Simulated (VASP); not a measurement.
# Al3N in VASP: notebook

Al3N is run at these levels: PBEsol; tasks: relaxation of the atoms, single point.

Program: VASP 6.6.1. These are calculated values, not measurements. Logs are shortened: lines on timing, memory, paths and dates and some standing lists are left out, and cuts for length are marked.

## (1) The cell of the first run

The cell holds a slab with vacuum, 4 atoms: a = 2.839 Å, b = 2.839 Å, c = 19.641 Å, α = 90.00°, β = 90.00°, γ = 90.00°.

## (2) Relaxation of the atoms, PBEsol

Input file INCAR:

```
PREC = Accurate
ENCUT = 520
EDIFF = 1E-6
ISMEAR = 0
SIGMA = 0.1
LREAL = F
LASPH = T
NELM = 60
ALGO = Normal
ISIF = 2
LWAVE = F
LCHARG = F
LDIPOL = T
IDIPOL = 3
DIPOL = 0.5 0.5 0.356
GGA = PS
IBRION = 2
NSW = 36
EDIFFG = -0.025
```

Input file KPOINTS:

```
Automatic mesh
0
Gamma
  9 9 1
```

Input file POSCAR:

```
Al3N
1.0
    2.8394270062      0.0000000000      0.0000000000
    0.0000000000      2.8394270062      0.0000000000
    0.0000000000      0.0000000000     19.6413451746
Al N
3 1
Selective dynamics
Direct
    0.5000000000      0.5000000000      0.2036520393  F F F
    0.0000000000      0.0000000000      0.3090064780  F F F
    0.5000000000      0.5000000000      0.4145003869  F F F
    0.6666666667      0.6666666667      0.4984183138  F F T
```

Potentials or basis: VASP PAW PBE potentials, release 64 (Al, N).

Run with:

```bash
$ cat potpaw_PBE.64/Al/POTCAR potpaw_PBE.64/N/POTCAR > POTCAR
$ mpirun -np 1 vasp_std > vasp.out
```

OUTCAR:

```text
PREC = Accurate
   ENCUT = 520
   EDIFF = 1E-6
   ISMEAR = 0
   LREAL = F
   LASPH = T
   NELM = 60
   ISIF = 2
   GGA = PS
   IBRION = 2
   NSW = 36
   EDIFFG = -0.025

 ion  position               nearest neighbor table
   1  0.500  0.500  0.204-   2 2.88   2 2.88   2 2.88   2 2.88
   2  0.000  0.000  0.309-   1 2.88   1 2.88   1 2.88   1 2.88   3 2.89   3 2.89   3 2.89   3 2.89

   3  0.500  0.500  0.415-   4 1.78   2 2.89   2 2.89   2 2.89   2 2.89
   4  0.667  0.667  0.498-   3 1.78

  LATTYP: Found a simple tetragonal cell.
 ALAT       =     2.8394270062
 C/A-ratio  =     6.9173622466

  Lattice vectors:

 A1 = (   2.8394270062,   0.0000000000,   0.0000000000)
 A2 = (   0.0000000000,   2.8394270062,   0.0000000000)
 A3 = (   0.0000000000,   0.0000000000,  19.6413451746)

Analysis of symmetry for initial positions (statically):
=====================================================================
 Subroutine PRICEL returns:
 Original cell was already a primitive cell.

 Routine SETGRP: Setting up the symmetry group for a
 simple tetragonal supercell.

 Subroutine GETGRP returns: Found  2 space group operations
 (whereof  2 operations were pure point group operations)
 out of a pool of 16 trial point group operations.

The static configuration has the point symmetry C_1h.

Analysis of symmetry for dynamics (positions and initial velocities):
=====================================================================
 Subroutine PRICEL returns:
 Original cell was already a primitive cell.

 Routine SETGRP: Setting up the symmetry group for a
 simple tetragonal supercell.

 Subroutine GETGRP returns: Found  2 space group operations
 (whereof  2 operations were pure point group operations)
 out of a pool of 16 trial point group operations.

The dynamic configuration has the point symmetry C_1h.

Analysis of constrained symmetry for selective dynamics:
=====================================================================
 Subroutine PRICEL returns:
 Original cell was already a primitive cell.

 Routine SETGRP: Setting up the symmetry group for a
 simple tetragonal supercell.

 Subroutine GETGRP returns: Found  2 space group operations
 (whereof  2 operations were pure point group operations)
 out of a pool of 16 trial point group operations.

The constrained configuration has the point symmetry C_1h.

 Subroutine INISYM returns: Found  2 space group operations
 (whereof  2 operations are pure point group operations),
 and found     1 'primitive' translations

----------------------------------------------------------------------------------------

                                     Primitive cell

  volume of cell :     158.3553

  direct lattice vectors                    reciprocal lattice vectors
     2.839427006  0.000000000  0.000000000     0.352183732  0.000000000  0.000000000
     0.000000000  2.839427006  0.000000000     0.000000000  0.352183732  0.000000000
     0.000000000  0.000000000 19.641345175     0.000000000  0.000000000  0.050913010

  length of vectors
     2.839427006  2.839427006 19.641345175     0.352183732  0.352183732  0.050913010

  position of ions in fractional coordinates (direct lattice)
     0.500000000  0.500000000  0.203652039
     0.000000000  0.000000000  0.309006478
     0.500000000  0.500000000  0.414500387
     0.666666667  0.666666667  0.498418314

  ion indices of the primitive-cell ions
   primitive index   ion index
                 1           1
                 2           2
                 3           3
                 4           4

[... 91 lines left out ...]
  volume/ion in A,a.u.               =      39.59       267.16
  Fermi-wavevector in a.u.,A,eV,Ry     =   0.729301  1.378178  7.236660  0.531880
  Thomas-Fermi vector in A             =   1.820989
   LORBIT       =      0    0 simple, 1 ext, 2 COOP (PROOUT), +10 PAW based schemes
   GGA     = PS    functional components
   LHFCALC =     F    Hartree Fock is set to
   AEXX    =    0.0000 exact exchange contribution
   IVDW    =     0    specifies the selected vdW correction
   LEPSILON=     F    determine dielectric tensor
   LRPA    =     F    only Hartree local field effects (RPA)
 conjugate gradient relaxation of ions
 non-spin polarized calculation
 Gauss-broadening in eV      SIGMA  =   0.10
  energy-cutoff  :      520.00
  volume of cell :      158.36
 maximum number of plane-waves:      4292
 NGX is ok and might be reduce to    24
   NGX = 11   NGY = 11   NGZ = 73

--------------------------------------- Ionic step        1  -------------------------------------------

 number of electron      14.0000001 magnetization

 Free energy of the ion-electron system (eV)
  ---------------------------------------------------
  ext. energy  EPLUGINS =         0.00000000
  ---------------------------------------------------
  free energy    TOTEN  =       -16.66538595 eV

  energy without entropy =      -16.65494316  energy(sigma->0) =      -16.66016456

------------------------ aborting loop because EDIFF is reached ----------------------------------------

  FORCE on cell =-STRESS in cart. coord.  units (eV):
  Direction    XX          YY          ZZ          XY          YZ          ZX
  --------------------------------------------------------------------------------------
  -------------------------------------------------------------------------------------
  Total       -2.9832978     -2.9832978      0.4589071      0.6060491      0.9465018      0.9465017
  in kB      -30.1838442    -30.1838442      4.6430430      6.1317689      9.5763358      9.5763347
  external PRESSURE =     -18.5748818 kB  Pullay stress =       0.0000000 kB

 VOLUME and BASIS-vectors are now :
 -----------------------------------------------------------------------------
  energy-cutoff  :      520.00
  volume of cell :      158.36
      direct lattice vectors                 reciprocal lattice vectors
     2.839427006  0.000000000  0.000000000     0.352183732  0.000000000  0.000000000
     0.000000000  2.839427006  0.000000000     0.000000000  0.352183732  0.000000000
     0.000000000  0.000000000 19.641345175     0.000000000  0.000000000  0.050913010

 POSITION                                       TOTAL-FORCE (eV/Angst)
 -----------------------------------------------------------------------------------
      1.41971      1.41971      4.00000         0.006695      0.006695     -0.125824
      0.00000      0.00000      6.06930         0.081416      0.081416      0.151949
      1.41971      1.41971      8.14135        -0.781643     -0.781643     -0.175617
      1.89295      1.89295      9.78961         0.693532      0.693532      0.149493
 -----------------------------------------------------------------------------------
    total drift:                               -0.000078     -0.000078     -0.000022

  FREE ENERGIE OF THE ION-ELECTRON SYSTEM (eV)
  ---------------------------------------------------
  free  energy   TOTEN  =       -16.6653859525 eV

  energy  without entropy=      -16.6549431600  energy(sigma->0) =      -16.66016456

--------------------------------------- Ionic step        2  -------------------------------------------

 number of electron      14.0000000 magnetization

 dipolmoment           0.000000      0.000000      0.186610 electrons x Angstroem

 Free energy of the ion-electron system (eV)
  ---------------------------------------------------
  ext. energy  EPLUGINS =         0.00000000
  ---------------------------------------------------
  free energy    TOTEN  =       -16.66598960 eV

  energy without entropy =      -16.65588839  energy(sigma->0) =      -16.66093899

 E-fermi :  -1.4667     XC(G=0):  -4.7353

 val. band max:       -1.5323197204   @ k =  -0.3333   0.4444   0.0000
 cond. band min:      -1.4626281418   @ k =  -0.1111   0.1111   0.0000
 fundamental gap:      0.0696915786
 Fermi energy:        -1.4666538763

 k-point     1 :       0.0000    0.0000    0.0000
  band No.  band energies     occupation
      1     -15.0415      2.00000
      2     -11.7579      2.00000
      3      -9.2899      2.00000
      4      -5.8019      2.00000
      5      -3.3495      2.00000
      6      -0.8314      0.00000
      7      -0.6351      0.00000
      8      -0.3526      0.00000
      9       2.2337      0.00000
     10       3.7555      0.00000
     11       4.6563      0.00000
[... 309 lines left out ...]
 k-point    24 :       0.4444    0.4444    0.0000
  band No.  band energies     occupation
      1     -13.3115      2.00000
      2      -4.9250      2.00000
      3      -3.9393      2.00000
      4      -3.6555      2.00000
      5      -3.1011      2.00000
      6      -2.8015      2.00000
      7      -2.1210      2.00000
      8      -1.6250      1.97489
      9      -0.9143      0.00000
     10      -0.6727      0.00000
     11       0.2688      0.00000

 [... further k-points ...]

------------------------ aborting loop because EDIFF is reached ----------------------------------------

 vacuum level on the upper side and lower side of the slab       (xc-potential included)         1.972        -2.193

  FORCE on cell =-STRESS in cart. coord.  units (eV):
  Direction    XX          YY          ZZ          XY          YZ          ZX
  --------------------------------------------------------------------------------------
  -------------------------------------------------------------------------------------
  Total       -3.0055446     -3.0055446      0.2327368      0.5870840      0.8796828      0.8796827
  in kB      -30.4089282    -30.4089282      2.3547402      5.9398872      8.9002873      8.9002862
  external PRESSURE =     -19.4877054 kB  Pullay stress =       0.0000000 kB

 VOLUME and BASIS-vectors are now :
 -----------------------------------------------------------------------------
  energy-cutoff  :      520.00
  volume of cell :      158.36
      direct lattice vectors                 reciprocal lattice vectors
     2.839427006  0.000000000  0.000000000     0.352183732  0.000000000  0.000000000
     0.000000000  2.839427006  0.000000000     0.000000000  0.352183732  0.000000000
     0.000000000  0.000000000 19.641345175     0.000000000  0.000000000  0.050913010

 POSITION                                       TOTAL-FORCE (eV/Angst)
 -----------------------------------------------------------------------------------
      1.41971      1.41971      4.00000         0.006333      0.006333     -0.125593
      0.00000      0.00000      6.06930         0.081053      0.081053      0.155791
      1.41971      1.41971      8.14135        -0.736410     -0.736410     -0.049726
      1.89295      1.89295      9.79682         0.649024      0.649024      0.019528
 -----------------------------------------------------------------------------------
    total drift:                               -0.000036     -0.000036      0.001003

  FREE ENERGIE OF THE ION-ELECTRON SYSTEM (eV)
  ---------------------------------------------------
  free  energy   TOTEN  =       -16.6659895956 eV

  energy  without entropy=      -16.6558883918  energy(sigma->0) =      -16.66093899

 reached required accuracy - stopping structural energy minimisation

 vacuum level on the upper side and lower side of the slab         6.953         2.676
```

Run time: 2.1 min. Hardware: 1 thread of Intel Xeon 8259CL, shared host; peak memory 0.3 GiB.

What came out:

| Item | Value |
| --- | --- |
| Free energy | -16.6660 eV |
| Energy gained by relaxing | 0.2 meV/atom |
| Ionic steps | 2 |
| Band gap on the k mesh | zero (bands 7 and 8 overlap by 1.27 eV) |

The path:
```
step  energy change (eV)  largest force on free atoms (eV/Å)  pressure (GPa)
   1              0.0000                              0.1495           -1.86
   2             -0.0006                              0.0195           -1.95
```

Final structure:
```xyz
4
Lattice="2.8394 0.0000 0.0000 0.0000 2.8394 0.0000 0.0000 0.0000 19.6413" Properties=species:S:1:pos:R:3 pbc="T T T"
Al    1.4197    1.4197    4.0000
Al    0.0000    0.0000    6.0693
Al    1.4197    1.4197    8.1413
N     1.8930    1.8930    9.7968
```

Levels at points of the mesh, in eV from the Fermi level:
| k point | band 5 | band 6 | band 7 | band 8 | band 9 | band 10 |
| --- | --- | --- | --- | --- | --- | --- |
| (0.00, 0.00, 0.00) | -1.88 | 0.64 | 0.83 | 1.11 | 3.70 | 5.22 |

Caveat: the PAW data sets were made with another functional, which shifts forces and pressure a little.

## (3) Single point, PBEsol

Input file INCAR:

```
PREC     = Accurate       # precision mode
ENCUT    = 520            # plane-wave cutoff, eV
EDIFF    = 1E-6           # SCF threshold, eV
ISMEAR   = 0              # smearing method
SIGMA    = 0.1            # smearing width, eV
LREAL    = F              # projectors in reciprocal space
LASPH    = T              # aspherical terms in the spheres
NELM     = 100            # most SCF steps
ALGO     = Normal         # electronic algorithm
ISIF     = 2              # what is computed and relaxed
LWAVE    = F              # write WAVECAR
LCHARG   = F              # write CHGCAR
LDIPOL   = T            
IDIPOL   = 3            
DIPOL    = 0.5 0.5 0.348
GGA      = PS             # functional
NBANDS   = 15             # bands
```

KPOINTS is that of step 2.

Input file POSCAR:

```
Al3N
1.0
    2.8394270062      0.0000000000      0.0000000000
    0.0000000000      2.8394270062      0.0000000000
    0.0000000000      0.0000000000     19.6413451746
Al N
3 1
Direct
    0.5000000000      0.5000000000      0.2036520393
    0.0000000000      0.0000000000      0.3090064780
    0.5000000000      0.5000000000      0.4145003869
    0.8333333333      0.8333333333      0.4633139562
```

Potentials or basis: VASP PAW PBE potentials, release 64 (Al, N).

Run with:

```bash
$ cat potpaw_PBE.64/Al/POTCAR potpaw_PBE.64/N/POTCAR > POTCAR
$ mpirun -np 1 vasp_std > vasp.out
```

It took 83 s on 1 thread of Intel Xeon Platinum 8488C (Sapphire Rapids), shared host; peak memory 0.29 GiB.

Results (log left out):

* Free energy: -18.1444 eV
* Largest force: 5.409 eV/Å
* Band gap on the k mesh: zero (bands 7 and 8 overlap by 0.33 eV)

Forces in eV/Å, atoms in the order of the input:
```
Al   0.033  0.033 -0.163
Al  -0.017 -0.017 -0.021
Al  -3.824 -3.824  0.129
N    3.808  3.808  0.056
```

Levels at points of the mesh, in eV from the Fermi level:
```
           k point  band 5  band 6  band 7  band 8  band 9  band 10
(0.00, 0.00, 0.00)   -1.03   -0.09    0.00    2.27    4.15     5.38
```

Caveat: the PAW data sets were made with another functional, which shifts forces and pressure a little.
